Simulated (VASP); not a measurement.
# Te2Mo (P6_3/mmc) in VASP: further runs, part 2 of 3

VASP 6.6.1. Earlier steps stand in the parts before.

## 3. Single point, PBE

This run uses another cell than the first one, of 24.96 Å³/atom, 1.050 times its volume.

The input, INCAR:

```
SYSTEM = Te2Mo
ALGO = Normal ; EDIFF = 1E-7
ENCUT = 520 ; GGA = PE
ISIF = 2 ; ISMEAR = 0
LASPH = .TRUE. ; LCHARG = .FALSE.
LREAL = .FALSE. ; LWAVE = .FALSE.
NBANDS = 35 ; NELM = 80
PREC = Accurate ; SIGMA = 0.01
```

The input, KPOINTS:

```
k-points
0
G
  6 6 2
  0 0 0
```

The input, POSCAR:

```
Te2Mo
1.0
    3.5182000000      0.0000000000      0.0000000000
   -1.7591000000      3.0468505756      0.0000000000
    0.0000000000      0.0000000000     13.9736000000
Te Mo
4 2
Direct
    0.6666666667      0.3333333333      0.3790000000
    0.3333333333      0.6666666667      0.8790000000
    0.6666666667      0.3333333333      0.1210000000
    0.3333333333      0.6666666667      0.6210000000
    0.6666666667      0.3333333333      0.7500000000
    0.3333333333      0.6666666667      0.2500000000
```

Potentials or basis: VASP PAW PBE potentials, release 64 (Te, Mo_sv).

Run with:

```sh
$ cat potpaw_PBE.64/Te/POTCAR potpaw_PBE.64/Mo_sv/POTCAR > POTCAR
$ mpirun -np 1 vasp_std > vasp.out
```

OUTCAR:

```text
SYSTEM = Te2Mo
   EDIFF = 1E-7
   ENCUT = 520
   GGA = PE
   ISIF = 2
   ISMEAR = 0
   LASPH = .TRUE.
   LREAL = .FALSE.
   NELM = 80
   PREC = Accurate

 ion  position               nearest neighbor table
   1  0.667  0.333  0.379-   6 2.72   6 2.72   6 2.72   3 3.61
   2  0.333  0.667  0.879-   5 2.72   5 2.72   5 2.72   4 3.61
   3  0.667  0.333  0.121-   6 2.72   6 2.72   6 2.72   1 3.61
   4  0.333  0.667  0.621-   5 2.72   5 2.72   5 2.72   2 3.61
   5  0.667  0.333  0.750-   2 2.72   4 2.72   2 2.72   4 2.72   2 2.72   4 2.72
   6  0.333  0.667  0.250-   1 2.72   3 2.72   1 2.72   3 2.72   1 2.72   3 2.72

  LATTYP: Found a hexagonal cell.
 ALAT       =     3.5182000000
 C/A-ratio  =     3.9718037633

  Lattice vectors:

 A1 = (   3.5182000000,   0.0000000000,   0.0000000000)
 A2 = (  -1.7591000000,   3.0468505756,   0.0000000000)
 A3 = (   0.0000000000,   0.0000000000,  13.9736000000)

Analysis of symmetry for initial positions (statically):
[... 172 lines left out ...]

 E-fermi :   8.2553     XC(G=0): -10.4426

 val. band max:        8.1553144229   @ k =   0.0000   0.0000   0.0000
 cond. band min:       8.9777251846   @ k =   0.1667   0.1667   0.0000
 fundamental gap:      0.8224107617
 Fermi energy:         8.2552878585

 k-point     1 :       0.0000    0.0000    0.0000
  band No.  band energies     occupation
      1     -52.6640      2.00000
      2     -52.6640      2.00000
      3     -26.8340      2.00000
      4     -26.8340      2.00000
      5     -26.7063      2.00000
      6     -26.7063      2.00000
[... 521 lines left out ...]
     34      11.7799      0.00000
     35      13.1138      0.00000

------------------------ aborting loop because EDIFF is reached ----------------------------------------

  FORCE on cell =-STRESS in cart. coord.  units (eV):
  Direction    XX          YY          ZZ          XY          YZ          ZX
  --------------------------------------------------------------------------------------
  -------------------------------------------------------------------------------------
  Total        2.5162953      2.5162953      3.2092046     -0.0000000      0.0000000      0.0000000
  in kB       26.9148642     26.9148642     34.3263794     -0.0000000      0.0000000      0.0000000
  external PRESSURE =      29.3853693 kB  Pullay stress =       0.0000000 kB

 VOLUME and BASIS-vectors are now :
 -----------------------------------------------------------------------------
  energy-cutoff  :      520.00
  volume of cell :      149.79
      direct lattice vectors                 reciprocal lattice vectors
     3.518200000  0.000000000  0.000000000     0.284236257  0.164103880  0.000000000
    -1.759100000  3.046850576  0.000000000     0.000000000  0.328207759  0.000000000
     0.000000000  0.000000000 13.973600000     0.000000000  0.000000000  0.071563520

 POSITION                                       TOTAL-FORCE (eV/Angst)
 -----------------------------------------------------------------------------------
      1.75910      1.01562      5.29599        -0.000000      0.000000      0.193177
     -0.00000      2.03123     12.28279         0.000000      0.000000      0.193177
      1.75910      1.01562      1.69081        -0.000000      0.000000     -0.193177
     -0.00000      2.03123      8.67761        -0.000000      0.000000     -0.193177
      1.75910      1.01562     10.48020        -0.000000      0.000000     -0.000000
     -0.00000      2.03123      3.49340         0.000000     -0.000000     -0.000000
 -----------------------------------------------------------------------------------
    total drift:                               -0.000000      0.000000     -0.000000

  FREE ENERGIE OF THE ION-ELECTRON SYSTEM (eV)
  ---------------------------------------------------
  free  energy   TOTEN  =       -35.9862349783 eV

  energy  without entropy=      -35.9862349783  energy(sigma->0) =      -35.98623498
```

stdout:

```text
POSCAR found type information on POSCAR TeMo
 POSCAR found :  2 types and       6 ions
 scaLAPACK will be used
 LDA part: xc-table for (Slater+PW92), standard interpolation
 POSCAR, INCAR and KPOINTS ok, starting setup
 FFT: planning ... GRIDC
 FFT: planning ... GRID_SOFT
 FFT: planning ... GRID
 WAVECAR not read
 entering main loop
```

It took 52 s on 1 thread of Intel Xeon 6975P-C (Granite Rapids), shared host; peak memory 0.29 GiB.

What came out:

```
Free energy            : -35.9862 eV
Pressure               : 2.9 GPa
Largest force          : 0.193 eV/Å
Band gap on the k mesh : 0.82 eV, indirect (least direct gap 1.04 eV)
```

Forces in eV/Å, atoms in the order of the input:
```
Te   0.000  0.000  0.193
Te   0.000  0.000  0.193
Te   0.000  0.000 -0.193
Te   0.000  0.000 -0.193
Mo   0.000  0.000  0.000
Mo   0.000  0.000  0.000
```

Levels at points of the mesh, in eV from the valence-band top:
| k point | band 23 | band 24 | band 25 | band 26 | band 27 | band 28 | band 29 | band 30 |
| --- | --- | --- | --- | --- | --- | --- | --- | --- |
| (0.00, 0.00, 0.00) | -1.02 | -1.02 | -0.32 | 0.00 | 2.90 | 2.90 | 3.03 | 3.03 |
| (0.50, 0.00, 0.00) | -1.01 | -0.96 | -0.61 | -0.32 | 1.26 | 1.32 | 1.45 | 1.78 |
| (0.00, 0.00, 0.50) | -1.04 | -1.04 | -0.08 | -0.08 | 2.94 | 2.94 | 2.94 | 2.94 |
| (0.50, 0.00, 0.50) | -0.97 | -0.97 | -0.46 | -0.46 | 1.28 | 1.28 | 1.64 | 1.64 |

Caveat: spin-orbit coupling is left out, which moves the levels of the heavy elements; this functional lacks dispersion, which binds the layers, so the pressure and a relaxed spacing across them are unreliable.

## 4. Single point, r2SCAN

This run uses another cell than the first one, of 26.99 Å³/atom, 1.136 times its volume.

The input, POSCAR:

```
Te2Mo
1.0
    3.5635026635      0.0000000000      0.0000000000
   -1.7817513317      3.0860838330      0.0000000000
    0.0000000000      0.0000000000     14.7259155572
Te Mo
4 2
Direct
    0.6666666667      0.3333333333      0.3715211236
    0.3333333333      0.6666666667      0.8715211236
    0.6666666667      0.3333333333      0.1284788764
    0.3333333333      0.6666666667      0.6284788764
    0.6666666667      0.3333333333      0.7500000000
    0.3333333333      0.6666666667      0.2500000000
```

The input, INCAR.step1:

```
SYSTEM = Te2Mo
PREC = Accurate
ENCUT = 520
ISMEAR = -1
SIGMA = 0.05
LREAL = .FALSE.
LASPH = .TRUE.
NELM = 60
NBANDS = 35
GGA = PE
ALGO = Normal
EDIFF = 1E-4
LWAVE = .TRUE.
LCHARG = .FALSE.
```

The input, INCAR.step2:

```
SYSTEM = Te2Mo
PREC = Accurate
ENCUT = 520
EDIFF = 1E-6
ISMEAR = -1
SIGMA = 0.05
LREAL = .FALSE.
LASPH = .TRUE.
NELM = 60
ALGO = Normal
ISIF = 2
LWAVE = .FALSE.
LCHARG = .TRUE.
METAGGA = R2SCAN
LMIXTAU = .TRUE.
LELF = .TRUE.
LVHAR = .TRUE.
NBANDS = 35
ISTART = 1
```

The input, KPOINTS:

```
Automatic mesh
0
G
  9 9 2
  0 0 0
```

Potentials or basis: VASP PAW PBE potentials, release 64 (Te, Mo_sv).

Run with:

```sh
$ cat potpaw_PBE.64/Te/POTCAR potpaw_PBE.64/Mo_sv/POTCAR > POTCAR
$ cp INCAR.step1 INCAR
$ mpirun -np 1 vasp_std > vasp.out
$ cp INCAR.step2 INCAR
$ mpirun -np 1 vasp_std > vasp.out
```

OUTCAR:

```text
SYSTEM = Te2Mo
   PREC = Accurate
   ENCUT = 520
   EDIFF = 1E-6
   ISMEAR = -1
   LREAL = .FALSE.
   LASPH = .TRUE.
   NELM = 60
   ISIF = 2
   METAGGA = R2SCAN
   ISTART = 1

 ion  position               nearest neighbor table
   1  0.667  0.333  0.372-   6 2.73   6 2.73   6 2.73   3 3.58
   2  0.333  0.667  0.872-   5 2.73   5 2.73   5 2.73   4 3.58
   3  0.667  0.333  0.128-   6 2.73   6 2.73   6 2.73   1 3.58
   4  0.333  0.667  0.628-   5 2.73   5 2.73   5 2.73   2 3.58
   5  0.667  0.333  0.750-   2 2.73   4 2.73   2 2.73   4 2.73   2 2.73   4 2.73
   6  0.333  0.667  0.250-   1 2.73   3 2.73   1 2.73   3 2.73   1 2.73   3 2.73

  LATTYP: Found a hexagonal cell.
 ALAT       =     3.5635026635
 C/A-ratio  =     4.1324272627

  Lattice vectors:

 A1 = (   3.5635026635,   0.0000000000,   0.0000000000)
 A2 = (  -1.7817513317,   3.0860838330,   0.0000000000)
 A3 = (   0.0000000000,   0.0000000000,  14.7259155572)

Analysis of symmetry for initial positions (statically):
=====================================================================
 Subroutine PRICEL returns:
 Original cell was already a primitive cell.

 Routine SETGRP: Setting up the symmetry group for a
 hexagonal supercell.

 Subroutine GETGRP returns: Found 24 space group operations
 (whereof 12 operations were pure point group operations)
 out of a pool of 24 trial point group operations.

The static configuration has the point symmetry D_3d.
 The point group associated with its full space group is D_6h.

Analysis of symmetry for dynamics (positions and initial velocities):
=====================================================================
 Subroutine PRICEL returns:
 Original cell was already a primitive cell.

 Routine SETGRP: Setting up the symmetry group for a
 hexagonal supercell.

 Subroutine GETGRP returns: Found 24 space group operations
 (whereof 12 operations were pure point group operations)
[... 130 lines left out ...]
     AMIX_MAG =   1.60;   BMIX_MAG =  1.00
  volume/ion in A,a.u.               =      26.99       182.14
  Fermi-wavevector in a.u.,A,eV,Ry     =   1.121038  2.118454 17.098791  1.256726
  Thomas-Fermi vector in A             =   2.257688
   LORBIT       =      0    0 simple, 1 ext, 2 COOP (PROOUT), +10 PAW based schemes
   METAGGA = R2SCAN    functional components
   LHFCALC =     F    Hartree Fock is set to
   AEXX    =    0.0000 exact exchange contribution
   IVDW    =     0    specifies the selected vdW correction
   LEPSILON=     F    determine dielectric tensor
   LRPA    =     F    only Hartree local field effects (RPA)
 non-spin polarized calculation
  energy-cutoff  :      520.00
  volume of cell :      161.94
 maximum number of plane-waves:      4410
 NGX is ok and might be reduce to    28
   NGX = 13   NGY = 13   NGZ = 55

 number of electron      52.0000002 magnetization

 Free energy of the ion-electron system (eV)
  ---------------------------------------------------
  ext. energy  EPLUGINS =         0.00000000
  ---------------------------------------------------
  free energy    TOTEN  =      -155.66625090 eV

  energy without entropy =     -155.66624801  energy(sigma->0) =     -155.66624945

 E-fermi :   7.4724     XC(G=0): -10.5234

 val. band max:        6.9707254665   @ k =   0.0000   0.0000   0.0000
 cond. band min:       8.0201478888   @ k =   0.3333   0.3333   0.0000
 fundamental gap:      1.0494224223
 Fermi energy:         7.4723979469

 k-point     1 :       0.0000    0.0000    0.0000
  band No.  band energies     occupation
      1     -55.7349      2.00000
      2     -55.7349      2.00000
      3     -29.1533      2.00000
      4     -29.1533      2.00000
      5     -29.0658      2.00000
      6     -29.0658      2.00000
[... 901 lines left out ...]
     34      10.9638      0.00000
     35      12.1985      0.00000

------------------------ aborting loop because EDIFF is reached ----------------------------------------

  FORCE on cell =-STRESS in cart. coord.  units (eV):
  Direction    XX          YY          ZZ          XY          YZ          ZX
  --------------------------------------------------------------------------------------
  -------------------------------------------------------------------------------------
  Total        0.0861994      0.0861994      0.1919172      0.0000000      0.0000000      0.0000000
  in kB        0.8528005      0.8528005      1.8987044      0.0000000      0.0000000      0.0000000
  external PRESSURE =       1.2014352 kB  Pullay stress =       0.0000000 kB

 VOLUME and BASIS-vectors are now :
 -----------------------------------------------------------------------------
  energy-cutoff  :      520.00
  volume of cell :      161.94
      direct lattice vectors                 reciprocal lattice vectors
     3.563502664  0.000000000  0.000000000     0.280622773  0.162017634  0.000000000
    -1.781751332  3.086083833  0.000000000     0.000000000  0.324035267  0.000000000
     0.000000000  0.000000000 14.725915557     0.000000000  0.000000000  0.067907492

 POSITION                                       TOTAL-FORCE (eV/Angst)
 -----------------------------------------------------------------------------------
      1.78175      1.02869      5.47099         0.000000     -0.000000      0.026705
     -0.00000      2.05739     12.83395        -0.000000      0.000000      0.026705
      1.78175      1.02869      1.89197         0.000000     -0.000000     -0.026705
     -0.00000      2.05739      9.25493        -0.000000      0.000000     -0.026705
      1.78175      1.02869     11.04444         0.000000     -0.000000     -0.000000
     -0.00000      2.05739      3.68148        -0.000000      0.000000     -0.000000
 -----------------------------------------------------------------------------------
    total drift:                               -0.000000      0.000000     -0.000000

  FREE ENERGIE OF THE ION-ELECTRON SYSTEM (eV)
  ---------------------------------------------------
  free  energy   TOTEN  =      -155.6662508968 eV

  energy  without entropy=     -155.6662480104  energy(sigma->0) =     -155.66624945
```

OUTCAR.step1:

```text
SYSTEM = Te2Mo
   PREC = Accurate
   ENCUT = 520
   ISMEAR = -1
   LREAL = .FALSE.
   LASPH = .TRUE.
[... 1148 lines left out ...]
     -0.00000      2.05739      9.25493         0.000000     -0.000000     -0.224095
      1.78175      1.02869     11.04444        -0.000000      0.000000      0.000000
     -0.00000      2.05739      3.68148         0.000000     -0.000000      0.000000
 -----------------------------------------------------------------------------------
    total drift:                               -0.000000      0.000000     -0.000000

  FREE ENERGIE OF THE ION-ELECTRON SYSTEM (eV)
  ---------------------------------------------------
  free  energy   TOTEN  =       -36.0620998087 eV

  energy  without entropy=      -36.0620928425  energy(sigma->0) =      -36.06209633
```

It took 3.8 min on 1 thread of Intel Xeon 6975P-C (Granite Rapids), shared host; peak memory 0.37 GiB.

What came out:

```yaml
Free_energy: -155.6663 eV
Pressure: 0.1 GPa
Largest_force: 0.027 eV/Å
Band_gap_on_the_k_mesh: 1.05 eV, indirect (least direct gap 1.06 eV)
```

Forces in eV/Å, atoms in the order of the input:
```
Te   0.000  0.000  0.027
Te   0.000  0.000  0.027
Te   0.000  0.000 -0.027
Te   0.000  0.000 -0.027
Mo   0.000  0.000  0.000
Mo   0.000  0.000  0.000
```

Stress tensor (GPa, compression positive):
```
0.09 0.00 0.00
0.00 0.09 0.00
0.00 0.00 0.19
```

Caveat: the PAW data sets were made with another functional, which shifts forces and pressure a little; spin-orbit coupling is left out, which moves the levels of the heavy elements.

[end of part 2 of 3]
